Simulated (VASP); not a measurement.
# Rh (Pm-3m) in VASP: further runs, part 2 of 2

VASP 6.6.1. The steps go on from the part before.

## Step 3: Single point, r2SCAN0

The input, POSCAR:

```
Rh
1.0
    2.5138607424      0.0000000000      0.0000000000
    0.0000000000      2.5138607424      0.0000000000
    0.0000000000      0.0000000000      2.5138607424
Rh
1
Direct
    0.0000000000      0.0000000000      0.0000000000
```

The input, INCAR.step1:

```
SYSTEM = Rh
ALGO = Normal
EDIFF = 1E-5
ENCUT = 520
GGA = PE
ISIF = 2
ISMEAR = -1
LASPH = .True.
LREAL = .False.
LWAVE = .True.
NBANDS = 14
NELM = 80
PREC = Accurate
SIGMA = 0.1
```

The input, INCAR.step2:

```
SYSTEM = Rh
AEXX = 0.25
ALGO = Normal
EDIFF = 1E-6
ENCUT = 520
ISIF = 2
ISMEAR = -1
ISTART = 1
LASPH = .True.
LCHARG = .True.
LELF = .True.
LHFCALC = .True.
LMIXTAU = .True.
LREAL = .False.
LVHAR = .True.
LWAVE = .False.
METAGGA = R2SCAN
NBANDS = 14
NELM = 80
PREC = Accurate
PRECFOCK = Normal
SIGMA = 0.1
```

The input, KPOINTS:

```
k-points
0
Gamma
  6 6 6
  0 0 0
```

Potentials or basis: VASP PAW PBE potentials, release 64 (Rh_pv).

Launch:

```console
$ cat potpaw_PBE.64/Rh_pv/POTCAR > POTCAR
$ cp INCAR.step1 INCAR
$ mpirun -np 1 vasp_std > vasp.out
$ cp INCAR.step2 INCAR
$ mpirun -np 1 vasp_std > vasp.out
```

OUTCAR:

```text
SYSTEM = Rh
   AEXX = 0.25
   EDIFF = 1E-6
   ENCUT = 520
   ISIF = 2
   ISMEAR = -1
   ISTART = 1
   LASPH = .True.
   LHFCALC = .True.
   LREAL = .False.
   METAGGA = R2SCAN
   NELM = 80
   PREC = Accurate
   PRECFOCK = Normal

 ion  position               nearest neighbor table
   1  0.000  0.000  0.000-

  LATTYP: Found a simple cubic cell.
 ALAT       =     2.5138607424

  Lattice vectors:

 A1 = (   2.5138607424,   0.0000000000,   0.0000000000)
 A2 = (   0.0000000000,   2.5138607424,   0.0000000000)
 A3 = (   0.0000000000,   0.0000000000,   2.5138607424)

Analysis of symmetry for initial positions (statically):
=====================================================================
 Subroutine PRICEL returns:
 Original cell was already a primitive cell.

 Routine SETGRP: Setting up the symmetry group for a
 simple cubic supercell.

 Subroutine GETGRP returns: Found 48 space group operations
 (whereof 48 operations were pure point group operations)
 out of a pool of 48 trial point group operations.

The static configuration has the point symmetry O_h .

Analysis of symmetry for dynamics (positions and initial velocities):
=====================================================================
 Subroutine PRICEL returns:
 Original cell was already a primitive cell.

 Routine SETGRP: Setting up the symmetry group for a
 simple cubic supercell.

 Subroutine GETGRP returns: Found 48 space group operations
 (whereof 48 operations were pure point group operations)
 out of a pool of 48 trial point group operations.

The dynamic configuration has the point symmetry O_h .

 Subroutine INISYM returns: Found 48 space group operations
 (whereof 48 operations are pure point group operations),
 and found     1 'primitive' translations

----------------------------------------------------------------------------------------

                                     Primitive cell

  volume of cell :      15.8863

  direct lattice vectors                    reciprocal lattice vectors
     2.513860742  0.000000000  0.000000000     0.397794509  0.000000000  0.000000000
     0.000000000  2.513860742  0.000000000     0.000000000  0.397794509  0.000000000
     0.000000000  0.000000000  2.513860742     0.000000000  0.000000000  0.397794509

  length of vectors
     2.513860742  2.513860742  2.513860742     0.397794509  0.397794509  0.397794509

  position of ions in fractional coordinates (direct lattice)
     0.000000000  0.000000000  0.000000000

  ion indices of the primitive-cell ions
   primitive index   ion index
                 1           1

----------------------------------------------------------------------------------------

 KPOINTS: k-points

Automatic generation of k-mesh.
 Grid dimensions read from file:
 generate k-points for:    6    6    6

 Generating k-lattice:

  Cartesian coordinates                     Fractional coordinates (reciprocal lattice)
     0.066299085  0.000000000  0.000000000     0.166666667  0.000000000  0.000000000
     0.000000000  0.066299085  0.000000000     0.000000000  0.166666667  0.000000000
     0.000000000  0.000000000  0.066299085     0.000000000  0.000000000  0.166666667

  Length of vectors
[... 37 lines left out ...]
   ions per type =               1
   NGX,Y,Z   is equivalent  to a cutoff of  13.23, 13.23, 13.23 a.u.
   NGXF,Y,Z  is equivalent  to a cutoff of  26.45, 26.45, 26.45 a.u.
 SYSTEM =  Rh
   PREC   = accura    normal or accurate (medium, high low for compatibility)
   ISTART =      1    job   : 0-new  1-cont  2-samecut
   ICHARG =      0    charge: 1-file 2-atom 10-const
   ISPIN  =      1    spin polarized calculation?
   LNONCOLLINEAR =      F non collinear calculations
   LSORBIT =      F    spin-orbit coupling
   LASPH  =      T    aspherical Exc in radial PAW
   ENCUT  =  520.0 eV  38.22 Ry    6.18 a.u.   4.67  4.67  4.67*2*pi/ulx,y,z
   NELM   =     80;   NELMIN=  2; NELMDL=  0     # of ELM steps
   EDIFF  = 0.1E-05   stopping-criterion for ELM
   LREAL  =      F    real-space projection
   EDIFFG = 0.1E-04   stopping-criterion for IOM
   NSW    =      0    number of steps for IOM
   IBRION =     -1    ionic relax: 0-MD 1-quasi-New 2-CG
   NFREE  =      0    steps in history (QN), initial steepest desc. (CG)
   ISIF   =      2    stress and relaxation
   ISYM   =      3    0-nonsym 1-usesym 2-fastsym
   POTIM  = 0.5000    time-step for ionic-motion
   TEBEG  =    0.0;   TEEND  =   0.0 temperature during run
   PSTRESS=    0.0 pullay stress
   NELECT =      15.0000    total number of electrons
   NUPDOWN=      -1.0000    fix difference up-down
   EMIN   =  10.00;   EMAX   =-10.00  energy-range for DOS
   EFERMI =   0.00;   METHOD = LEGACY
   ISMEAR =    -1;   SIGMA  =   0.10  broadening in eV -4-tet -1-fermi 0-gaus
   EFERMI_NEDOS =   21; number of points for ismear=-14 and -15
   IALGO  =     38    algorithm
   IMIX   =      1    mixing-type and parameters
     AMIX     =   0.40;   BMIX     =  1.00
     AMIX_MAG =   1.60;   BMIX_MAG =  1.00
  volume/ion in A,a.u.               =      15.89       107.21
  Fermi-wavevector in a.u.,A,eV,Ry     =   1.606068  3.035029 35.095625  2.579456
  Thomas-Fermi vector in A             =   2.702315
   LORBIT       =      0    0 simple, 1 ext, 2 COOP (PROOUT), +10 PAW based schemes
   METAGGA = R2SCAN    functional components
   LHFCALC =     T    Hartree Fock is set to
   PRECFOCK=normal    Normal, Fast or Accurate (Low or Medium for compatibility)
   ENCUT4O =  -1.0   cutoff for four orbital integrals eV
   NKREDX  =     1    reduce k-point grid by
   NKREDY  =     1    reduce k-point grid by
   NKREDZ  =     1    reduce k-point grid by
   AEXX    =    0.2500 exact exchange contribution
   HFSCREEN=    0.0000 screening length (either q_TF or 0.3 A-1)
   HFSCREENC=   0.0000 screening length for correlation (either q_TF or 0.3 A-1)
   ENCUTFOCK=  -1.0 apply spherical cutoff to Coloumb kernel
   IVDW    =     0    specifies the selected vdW correction
   LEPSILON=     F    determine dielectric tensor
   LRPA    =     F    only Hartree local field effects (RPA)
 non-spin polarized calculation
  energy-cutoff  :      520.00
  volume of cell :       15.89
 maximum number of plane-waves:       441
 NGX is ok and might be reduce to    20
  NGX = 16; NGY = 16; NGZ = 16

 number of electron      14.9999993 magnetization

 Free energy of the ion-electron system (eV)
  ---------------------------------------------------
  ext. energy  EPLUGINS =         0.00000000
  ---------------------------------------------------
  free energy    TOTEN  =       -20.99883373 eV

  energy without entropy =      -20.98458596  energy(sigma->0) =      -20.99170985

 E-fermi :   8.9150     XC(G=0): -10.7247

 val. band max:        8.7246345903   @ k =   0.3333   0.1667   0.0000
 cond. band min:       9.4169606087   @ k =   0.5000   0.3333   0.0000
 fundamental gap:      0.6923260184
 Fermi energy:         8.9150430541

 k-point     1 :       0.0000    0.0000    0.0000
  band No.  band energies     occupation
      1     -41.2725      2.00000
      2     -41.2725      2.00000
      3     -41.2725      2.00000
      4       1.1574      2.00000
      5       2.3858      2.00000
      6       2.3858      2.00000
      7      10.4292      0.00000
      8      10.4292      0.00000
      9      10.4292      0.00000
     10      28.3949      0.00000
     11      28.3949      0.00000
     12      28.3949      0.00000
     13      34.3237      0.00000
     14      36.2734      0.00000
[... 309 lines left out ...]
      1     -41.9634      2.00000
      2     -41.9634      2.00000
      3     -41.9634      2.00000
      4       3.0920      2.00000
      5       3.0920      2.00000
      6       3.0920      2.00000
      7      12.5131      0.00000
      8      12.5131      0.00000
      9      21.0251      0.00000
     10      23.5290      0.00000
     11      23.5290      0.00000
     12      23.5290      0.00000
     13      31.0330      0.00000
     14      31.0330      0.00000

------------------------ aborting loop because EDIFF is reached ----------------------------------------

  FORCE on cell =-STRESS in cart. coord.  units (eV):
  Direction    XX          YY          ZZ          XY          YZ          ZX
  --------------------------------------------------------------------------------------
  -------------------------------------------------------------------------------------
  Total       -0.4351937     -0.4351937     -0.4351937      0.0000000      0.0000000     -0.0000000
  in kB      -43.8903963    -43.8903963    -43.8903963      0.0000000      0.0000000     -0.0000000
  external PRESSURE =     -43.8903963 kB  Pullay stress =       0.0000000 kB

 VOLUME and BASIS-vectors are now :
 -----------------------------------------------------------------------------
  energy-cutoff  :      520.00
  volume of cell :       15.89
      direct lattice vectors                 reciprocal lattice vectors
     2.513860742  0.000000000  0.000000000     0.397794509  0.000000000  0.000000000
     0.000000000  2.513860742  0.000000000     0.000000000  0.397794509  0.000000000
     0.000000000  0.000000000  2.513860742     0.000000000  0.000000000  0.397794509

 POSITION                                       TOTAL-FORCE (eV/Angst)
 -----------------------------------------------------------------------------------
      0.00000      0.00000      0.00000         0.000000      0.000000      0.000000
 -----------------------------------------------------------------------------------
    total drift:                               -0.000000     -0.000000     -0.000000

  FREE ENERGIE OF THE ION-ELECTRON SYSTEM (eV)
  ---------------------------------------------------
  free  energy   TOTEN  =       -20.9988337333 eV

  energy  without entropy=      -20.9845859639  energy(sigma->0) =      -20.99170985
```

OUTCAR.step1:

```text
SYSTEM = Rh
   EDIFF = 1E-5
   ENCUT = 520
   GGA = PE
   ISIF = 2
   ISMEAR = -1
   LASPH = .True.
[... 550 lines left out ...]
 -----------------------------------------------------------------------------------
      0.00000      0.00000      0.00000         0.000000      0.000000      0.000000
 -----------------------------------------------------------------------------------
    total drift:                               -0.000000     -0.000000     -0.000000

  FREE ENERGIE OF THE ION-ELECTRON SYSTEM (eV)
  ---------------------------------------------------
  free  energy   TOTEN  =        -6.3520592002 eV

  energy  without entropy=       -6.2875848530  energy(sigma->0) =       -6.31982203
```

OSZICAR.step1:

```text
N       E                     dE             d eps       ncg     rms          rms(c)
DAV:   1     0.123572190851E+03    0.12357E+03   -0.88146E+03   560   0.112E+03
DAV:   2    -0.490466971631E+01   -0.12848E+03   -0.12224E+03   602   0.334E+02
DAV:   3    -0.662530271089E+01   -0.17206E+01   -0.17111E+01   680   0.427E+01
DAV:   4    -0.663297112643E+01   -0.76684E-02   -0.76680E-02   674   0.290E+00
DAV:   5    -0.663305642864E+01   -0.85302E-04   -0.85301E-04   682   0.270E-01    0.825E+00
DAV:   6    -0.635917579606E+01    0.27388E+00   -0.47707E-01   638   0.932E+00    0.346E+00
DAV:   7    -0.635349368223E+01    0.56821E-02   -0.16374E-02   662   0.107E+00    0.170E+00
DAV:   8    -0.635221379344E+01    0.12799E-02   -0.37137E-03   608   0.783E-01    0.105E-01
DAV:   9    -0.635206553461E+01    0.14826E-03   -0.50320E-04   656   0.306E-01    0.408E-02
DAV:  10    -0.635205920021E+01    0.63344E-05   -0.18642E-05   642   0.549E-02
   1 F= -.63520592E+01 E0= -.63198220E+01  d E =-.644743E-01
```

It took 33 min on 1 thread of AMD EPYC 7R13, shared host; peak memory 0.11 GiB.

Results:

| Quantity | Value |
| --- | --- |
| Free energy | -20.9988 eV |
| Pressure | -4.4 GPa |
| Band gap on the k mesh | zero (an odd number of electrons rules out a gap without spin polarisation) |

Caveat: the k points lie up to 0.42 Å⁻¹ apart, too coarse for converged energies and pressures of a metal; the PAW data sets were made with another functional, which shifts forces and pressure a little.

The gap in the log of VASP goes by the Fermi energy; the results here count the filled bands.